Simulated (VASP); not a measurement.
# In (P-6m2) in VASP: single point with PBEsol

Aim: the single point of In with PBEsol.

Program: VASP 6.6.1. These are calculated values, not measurements. Logs are shortened: lines on timing, memory, paths and dates and some standing lists are left out, and cuts for length are marked.

### 1 The cell of the first run

The structure is hexagonal, space group P-6m2 (No. 187). The conventional cell has a = 3.280 Å, b = 3.280 Å, c = 10.205 Å, α = 90.00°, β = 90.00°, γ = 120.00°. In (site symmetry 3m) has 12 In at 3.11 to 3.28 Å within 4.1 Å. Within 4.1 Å of In (site symmetry -6m2) lie 12 In at 3.11 to 3.28 Å. In (site symmetry -6m2) has 12 In at 3.24 to 3.28 Å within 4.3 Å.

### 2 Single point, PBEsol (strained and its atoms moved)

The input, INCAR:

```
  PREC = Accurate
  ENCUT = 520
  EDIFF = 1E-6
  ISMEAR = 0
  SIGMA = 0.1
  LREAL = False
  LASPH = True
  NELM = 80
  ALGO = Fast
  ISIF = 2
  LWAVE = False
  LCHARG = False
  GGA = PS
  NBANDS = 34
```

The input, KPOINTS:

```
Automatic mesh
0
Gamma
  15 15 4
```

The input, POSCAR:

```
In
1.0
    3.2795795742      0.0000000000      0.0000000000
   -1.6397897871      2.8401992250      0.0000000000
    0.0000000000      0.0000000000     10.2051844148
In
4
Direct
    0.0000000000      0.0000000000      0.0078569542
    0.3333333300      0.6666666700      0.2500000000
    0.0000000000      0.0000000000      0.4921430458
    0.6666666700      0.3333333300      0.7500000000
```

Potentials or basis: VASP PAW PBE potentials, release 64 (In_d).

Command:

```console
> cat potpaw_PBE.64/In_d/POTCAR > POTCAR
> mpirun -np 1 vasp_std > vasp.out
```

OUTCAR:

```text
PREC = Accurate
   ENCUT = 520
   EDIFF = 1E-6
   ISMEAR = 0
   LREAL = False
   LASPH = True
   NELM = 80
   ISIF = 2
   GGA = PS

 ion  position               nearest neighbor table
   1  0.000  0.000  0.008-   2 3.11   2 3.11   2 3.11   4 3.24   4 3.24   4 3.24
   2  0.333  0.667  0.250-   1 3.11   3 3.11   1 3.11   3 3.11   1 3.11   3 3.11
   3  0.000  0.000  0.492-   2 3.11   2 3.11   2 3.11   4 3.24   4 3.24   4 3.24
   4  0.667  0.333  0.750-   1 3.24   3 3.24   1 3.24   3 3.24   1 3.24   3 3.24

  LATTYP: Found a hexagonal cell.
 ALAT       =     3.2795795742
 C/A-ratio  =     3.1117355697

  Lattice vectors:

 A1 = (   3.2795795742,   0.0000000000,   0.0000000000)
 A2 = (  -1.6397897871,   2.8401992250,   0.0000000000)
 A3 = (   0.0000000000,   0.0000000000,  10.2051844148)

Analysis of symmetry for initial positions (statically):
=====================================================================
 Subroutine PRICEL returns:
 Original cell was already a primitive cell.

 Routine SETGRP: Setting up the symmetry group for a
 hexagonal supercell.

 Subroutine GETGRP returns: Found 12 space group operations
 (whereof  6 operations were pure point group operations)
 out of a pool of 24 trial point group operations.

The static configuration has the point symmetry C_3v.
 The point group associated with its full space group is D_3h.

Analysis of symmetry for dynamics (positions and initial velocities):
=====================================================================
 Subroutine PRICEL returns:
 Original cell was already a primitive cell.

 Routine SETGRP: Setting up the symmetry group for a
 hexagonal supercell.

 Subroutine GETGRP returns: Found 12 space group operations
 (whereof  6 operations were pure point group operations)
 out of a pool of 24 trial point group operations.

The dynamic configuration has the point symmetry C_3v.
 The point group associated with its full space group is D_3h.

 Subroutine INISYM returns: Found 12 space group operations
 (whereof  6 operations are pure point group operations),
 and found     1 'primitive' translations

----------------------------------------------------------------------------------------

                                     Primitive cell

  volume of cell :      95.0578

  direct lattice vectors                    reciprocal lattice vectors
     3.279579574  0.000000000  0.000000000     0.304917133  0.176043989  0.000000000
    -1.639789787  2.840199225  0.000000000     0.000000000  0.352087977  0.000000000
     0.000000000  0.000000000 10.205184415     0.000000000  0.000000000  0.097989410

  length of vectors
     3.279579574  3.279579574 10.205184415     0.352087977  0.352087977  0.097989410

  position of ions in fractional coordinates (direct lattice)
     0.000000000  0.000000000  0.007856954
     0.333333330  0.666666670  0.250000000
     0.000000000  0.000000000  0.492143046
     0.666666670  0.333333330  0.750000000

  ion indices of the primitive-cell ions
   primitive index   ion index
                 1           1
                 2           2
                 3           3
                 4           4

----------------------------------------------------------------------------------------

 KPOINTS: Automatic mesh

Automatic generation of k-mesh.
 Grid dimensions read from file:
 generate k-points for:   15   15    4

 Generating k-lattice:

  Cartesian coordinates                     Fractional coordinates (reciprocal lattice)
     0.020327809  0.011736266  0.000000000     0.066666667 -0.000000000  0.000000000
     0.000000000  0.023472532  0.000000000     0.000000000  0.066666667  0.000000000
     0.000000000  0.000000000  0.024497353     0.000000000  0.000000000  0.250000000

  Length of vectors
     0.023472532  0.023472532  0.024497353

  Shift w.r.t. Gamma in fractional coordinates (k-lattice)
     0.000000000  0.000000000  0.000000000

 Subroutine IBZKPT returns following result:
 ===========================================

 Found     81 irreducible k-points:

 Following reciprocal coordinates:
            Coordinates               Weight
  0.000000  0.000000  0.000000      1.000000
  0.066667  0.000000  0.000000      6.000000
  0.133333  0.000000  0.000000      6.000000
  0.200000  0.000000  0.000000      6.000000
  0.266667  0.000000  0.000000      6.000000
  0.333333  0.000000  0.000000      6.000000
[... 16 lines left out ...]
  0.333333  0.200000  0.000000     12.000000
  0.400000  0.200000  0.000000      6.000000
 [... further k-points ...]
   k-points           NKPTS =     81   k-points in BZ     NKDIM =     81   number of bands    NBANDS=     34
   number of dos      NEDOS =    301   number of ions     NIONS =      4
   total plane-waves  NPLWV =  46080
   dimension x,y,z NGX =    24 NGY =   24 NGZ =   80
   dimension x,y,z NGXF=    48 NGYF=   48 NGZF=  160
   ions per type =               4
   NGX,Y,Z   is equivalent  to a cutoff of  12.17, 12.17, 13.03 a.u.
   NGXF,Y,Z  is equivalent  to a cutoff of  24.33, 24.33, 26.06 a.u.
 SYSTEM =  unknown system
   PREC   = accura    normal or accurate (medium, high low for compatibility)
   ISTART =      0    job   : 0-new  1-cont  2-samecut
   ICHARG =      2    charge: 1-file 2-atom 10-const
   ISPIN  =      1    spin polarized calculation?
   LNONCOLLINEAR =      F non collinear calculations
   LSORBIT =      F    spin-orbit coupling
   LASPH  =      T    aspherical Exc in radial PAW
   ENCUT  =  520.0 eV  38.22 Ry    6.18 a.u.   6.10  6.10 18.97*2*pi/ulx,y,z
   NELM   =     80;   NELMIN=  2; NELMDL= -5     # of ELM steps
   EDIFF  = 0.1E-05   stopping-criterion for ELM
   LREAL  =      F    real-space projection
   EDIFFG = 0.1E-04   stopping-criterion for IOM
   NSW    =      0    number of steps for IOM
   IBRION =     -1    ionic relax: 0-MD 1-quasi-New 2-CG
   NFREE  =      0    steps in history (QN), initial steepest desc. (CG)
   ISIF   =      2    stress and relaxation
   ISYM   =      2    0-nonsym 1-usesym 2-fastsym
   POTIM  = 0.5000    time-step for ionic-motion
   TEBEG  =    0.0;   TEEND  =   0.0 temperature during run
   PSTRESS=    0.0 pullay stress
   NELECT =      52.0000    total number of electrons
   NUPDOWN=      -1.0000    fix difference up-down
   EMIN   =  10.00;   EMAX   =-10.00  energy-range for DOS
   EFERMI =   0.00;   METHOD = LEGACY
   ISMEAR =     0;   SIGMA  =   0.10  broadening in eV -4-tet -1-fermi 0-gaus
   EFERMI_NEDOS =   21; number of points for ismear=-14 and -15
   IALGO  =     68    algorithm
   IMIX   =      4    mixing-type and parameters
     AMIX     =   0.40;   BMIX     =  1.00
     AMIX_MAG =   1.60;   BMIX_MAG =  1.00
  volume/ion in A,a.u.               =      23.76       160.37
  Fermi-wavevector in a.u.,A,eV,Ry     =   1.338895  2.530146 24.390362  1.792641
  Thomas-Fermi vector in A             =   2.467330
   LORBIT       =      0    0 simple, 1 ext, 2 COOP (PROOUT), +10 PAW based schemes
   GGA     = PS    functional components
   LHFCALC =     F    Hartree Fock is set to
   AEXX    =    0.0000 exact exchange contribution
   IVDW    =     0    specifies the selected vdW correction
   LEPSILON=     F    determine dielectric tensor
   LRPA    =     F    only Hartree local field effects (RPA)
 non-spin polarized calculation
 RMM-DIIS sequential band-by-band and
 Gauss-broadening in eV      SIGMA  =   0.10
  energy-cutoff  :      520.00
  volume of cell :       95.06
 maximum number of plane-waves:      2592
   NGX = 13   NGY = 13   NGZ = 37

 number of electron      52.0000023 magnetization

 Free energy of the ion-electron system (eV)
  ---------------------------------------------------
  ext. energy  EPLUGINS =         0.00000000
  ---------------------------------------------------
  free energy    TOTEN  =       -11.79966045 eV

  energy without entropy =      -11.79210529  energy(sigma->0) =      -11.79588287

 E-fermi :   8.5452     XC(G=0): -10.8686

 val. band max:        8.5012949615   @ k =   0.4000   0.0667   0.5000
 cond. band min:       8.5485407832   @ k =   0.0667   0.0667   0.5000
 fundamental gap:      0.0472458217
 Fermi energy:         8.5452416899

 k-point     1 :       0.0000    0.0000    0.0000
  band No.  band energies     occupation
      1      -6.3208      2.00000
      2      -6.2141      2.00000
      3      -6.2141      2.00000
      4      -6.2107      2.00000
      5      -6.2107      2.00000
      6      -6.1980      2.00000
[... 26 lines left out ...]
     33      18.0418      0.00000
     34      19.1485      0.00000

 k-point     2 :       0.0667    0.0000    0.0000
  band No.  band energies     occupation
      1      -6.3151      2.00000
      2      -6.2230      2.00000
      3      -6.2132      2.00000
      4      -6.2063      2.00000
      5      -6.1974      2.00000
      6      -6.1883      2.00000
[... 26 lines left out ...]
     33      17.6833      0.00000
     34      18.2734      0.00000

 k-point     3 :       0.1333    0.0000    0.0000
  band No.  band energies     occupation
      1      -6.3135      2.00000
      2      -6.2431      2.00000
      3      -6.2148      2.00000
      4      -6.1899      2.00000
      5      -6.1852      2.00000
      6      -6.1723      2.00000
[... 26 lines left out ...]
     33      16.9573      0.00000
     34      17.4122      0.00000

 k-point     4 :       0.2000    0.0000    0.0000
  band No.  band energies     occupation
      1      -6.3370      2.00000
      2      -6.2717      2.00000
      3      -6.2350      2.00000
      4      -6.1826      2.00000
      5      -6.1737      2.00000
      6      -6.1698      2.00000
[... 26 lines left out ...]
     33      16.1474      0.00000
     34      16.5083      0.00000

 k-point     5 :       0.2667    0.0000    0.0000
  band No.  band energies     occupation
      1      -6.3752      2.00000
      2      -6.3073      2.00000
      3      -6.2681      2.00000
      4      -6.2081      2.00000
      5      -6.1927      2.00000
      6      -6.1668      2.00000
[... 621 lines left out ...]
 k-point    22 :       0.2667    0.2000    0.0000
  band No.  band energies     occupation
      1      -6.3528      2.00000
      2      -6.3415      2.00000
      3      -6.2678      2.00000
      4      -6.2622      2.00000
      5      -6.1699      2.00000
      6      -6.1504      2.00000
[... 26 lines left out ...]
     33      13.8701      0.00000
     34      14.3816      0.00000

 k-point    23 :       0.3333    0.2000    0.0000
  band No.  band energies     occupation
      1      -6.3738      2.00000
      2      -6.3483      2.00000
      3      -6.2797      2.00000
      4      -6.2647      2.00000
      5      -6.1789      2.00000
      6      -6.1479      2.00000
[... 26 lines left out ...]
     33      12.6642      0.00000
     34      14.1056      0.00000

 k-point    24 :       0.4000    0.2000    0.0000
  band No.  band energies     occupation
      1      -6.3821      2.00000
      2      -6.3511      2.00000
      3      -6.2825      2.00000
      4      -6.2658      2.00000
      5      -6.1864      2.00000
      6      -6.1438      2.00000
[... 26 lines left out ...]
     33      11.9225      0.00000
     34      14.0113      0.00000

 [... further k-points ...]
[... 5 lines left out ...]
  --------------------------------------------------------------------------------------
  -------------------------------------------------------------------------------------
  Total        2.3561320      2.3561320      2.9466693      0.0000000      0.0000000      0.0000000
  in kB       39.7120552     39.7120552     49.6654244      0.0000000      0.0000000      0.0000000
  external PRESSURE =      43.0298449 kB  Pullay stress =       0.0000000 kB

 VOLUME and BASIS-vectors are now :
 -----------------------------------------------------------------------------
  energy-cutoff  :      520.00
  volume of cell :       95.06
      direct lattice vectors                 reciprocal lattice vectors
     3.279579574  0.000000000  0.000000000     0.304917133  0.176043989  0.000000000
    -1.639789787  2.840199225  0.000000000     0.000000000  0.352087977  0.000000000
     0.000000000  0.000000000 10.205184415     0.000000000  0.000000000  0.097989410

 POSITION                                       TOTAL-FORCE (eV/Angst)
 -----------------------------------------------------------------------------------
      0.00000      0.00000      0.08018         0.000000      0.000000     -0.333609
     -0.00000      1.89347      2.55130         0.000000      0.000000      0.000000
      0.00000      0.00000      5.02241         0.000000      0.000000      0.333609
      1.63979      0.94673      7.65389        -0.000000     -0.000000      0.000000
 -----------------------------------------------------------------------------------
    total drift:                               -0.000000      0.000000      0.000000

  FREE ENERGIE OF THE ION-ELECTRON SYSTEM (eV)
  ---------------------------------------------------
  free  energy   TOTEN  =       -11.7996604472 eV

  energy  without entropy=      -11.7921052909  energy(sigma->0) =      -11.79588287
```

Run time: 3.6 min. Hardware: 1 thread of Intel Xeon Platinum 8488C (Sapphire Rapids), shared host; peak memory 0.32 GiB.

Results:

* Free energy: -11.7997 eV
* Pressure: 4.3 GPa
* Largest force: 0.334 eV/Å
* Band gap on the k mesh: zero (band 26 reaches 13.00 eV, above the bottom of band 27 at 7.18 eV)

Forces on the atoms (eV/Å):
```
In   0.000  0.000 -0.334
In   0.000  0.000  0.000
In   0.000  0.000  0.334
In   0.000  0.000  0.000
```

Levels at points of the mesh, in eV from the Fermi level:
```
           k point  band 24  band 25  band 26  band 27  band 28  band 29
(0.00, 0.00, 0.00)    -3.85    -3.67     4.17     4.21     8.29     8.29
(0.00, 0.00, 0.50)    -6.49    -0.26     0.02     8.47     8.47     8.72
```

Caveat: the cell differs from its parent crystal (strained and its atoms moved); the PAW data sets were made with another functional, which shifts forces and pressure a little; spin-orbit coupling is left out, which moves the levels of the heavy elements.
